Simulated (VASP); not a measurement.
**Fe: single point with PBE**

Crystal: Fe.

```
CELL_PARAMETERS angstrom
2.86600 0.00000 0.00000
0.00000 2.86600 0.00000
0.00000 0.00000 2.86600
ATOMIC_POSITIONS crystal
Fe 0.99302 0.00000 0.00000
Fe 0.52000 0.50000 0.50000
```

* Program: VASP 6.6.1
* Task: single point
* Functional: PBE
* Potentials or basis: VASP PAW PBE potentials, release 64 (Fe)
* Cutoff: 520 eV
* k mesh: 2 × 2 × 2
* Occupations: fermi-dirac, width 0.272114 eV
* Spin: non-collinear spin, typed start
* Starting moments: [[0.0, 0.0, 2.0], [0.518, 0.0, 1.932]] μB
* Dipole correction: no
* Further INCAR settings: ALGO = Normal; EDIFF = 1e-06; NBANDS = 28

- Pressure: 9.6 GPa
- Largest force: 0.156 eV/Å
- Band gap on the k mesh: zero (bands 16 and 17 overlap by 0.43 eV)
- Net moment: 4.70 μB per cell
- Valence electrons inside the program's atomic spheres: Fe 7.22

Forces on the atoms (eV/Å):
```
Fe   0.156  0.000  0.000
Fe  -0.156  0.000  0.000
```

Stress tensor (GPa, compression positive):
```
 8.71  0.00  0.00
 0.00 10.10  0.00
 0.00  0.00 10.09
```

Levels at points of the mesh, in eV from the Fermi level:
| k point | band 13 | band 14 | band 15 | band 16 | band 17 | band 18 | band 19 | band 20 |
| --- | --- | --- | --- | --- | --- | --- | --- | --- |
| (0.00, 0.00, 0.00) | -0.59 | -0.59 | -0.10 | -0.10 | -0.05 | 1.36 | 1.43 | 1.95 |
| (0.50, 0.00, 0.00) | -1.05 | -0.59 | -0.35 | -0.24 | -0.24 | -0.21 | -0.21 | 0.06 |
| (0.00, 0.50, 0.00) | -0.99 | -0.99 | -0.30 | -0.30 | -0.14 | -0.14 | -0.12 | -0.12 |
| (0.00, 0.00, 0.50) | -0.99 | -0.99 | -0.30 | -0.30 | -0.14 | -0.14 | -0.12 | -0.12 |
| (0.50, 0.50, 0.00) | -0.09 | -0.09 | 0.19 | 0.19 | 0.45 | 0.45 | 1.29 | 1.29 |
| (0.00, 0.50, 0.50) | -0.13 | -0.13 | 0.15 | 0.15 | 0.49 | 0.49 | 1.22 | 1.22 |
| (0.50, 0.00, 0.50) | -0.09 | -0.09 | 0.19 | 0.19 | 0.45 | 0.45 | 1.29 | 1.29 |
| (0.50, 0.50, 0.50) | -1.08 | -1.08 | -1.08 | -1.08 | 1.68 | 1.68 | 1.69 | 1.69 |

Moments on the atoms (μB; x, y, z):
```
Fe  0.29 0.00 2.24
Fe  0.30 0.00 2.24
```

Wall time 76 s on 1 thread of Intel Xeon 8259CL (shared host), peak memory 0.2 GiB.

Caveat: the k points lie up to 1.10 Å⁻¹ apart.
